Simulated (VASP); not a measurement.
Input of a VASP 6.6.1 run:

File INCAR:

```
ALGO = Fast
EDIFF = 1E-6
ENCUT = 520
GGA = PE
ISIF = 2
ISMEAR = 0
LASPH = T
LCHARG = F
LREAL = F
LWAVE = F
NBANDS = 20
NELM = 100
PREC = Accurate
SIGMA = 0.1
```

KPOINTS

```
k-points
0
Gamma
  8 8 8
```

File POSCAR:

```
Re2Au
1.0
   -1.6670449156      1.6670449156      4.0894695585
    1.6670449156     -1.6670449156      4.0894695585
    1.6670449156      1.6670449156     -4.0894695585
Re Au
2 1
Direct
    0.6650000000      0.6650000000      0.0000000000
    0.3350000000      0.3350000000      0.0000000000
    0.0000000000      0.0000000000      0.0000000000
```

Potentials or basis: VASP PAW PBE potentials, release 64 (Re, Au).

Launch:

```console
$ cat potpaw_PBE.64/Re/POTCAR potpaw_PBE.64/Au/POTCAR > POTCAR
$ mpirun -np 1 vasp_std > vasp.out
```

Q: What does it give for the largest force?

A: 1.490 eV/Å.

Q: Predict the pressure.

A: 13.6 GPa.

Forces in eV/Å, atoms in the order of the input:
```
Re   0.000  0.000  1.490
Re   0.000  0.000 -1.490
Au   0.000  0.000  0.000
```

Caveat: forces of over 1 eV/Å act on the atoms, so gaps and moduli don't describe the material at rest.
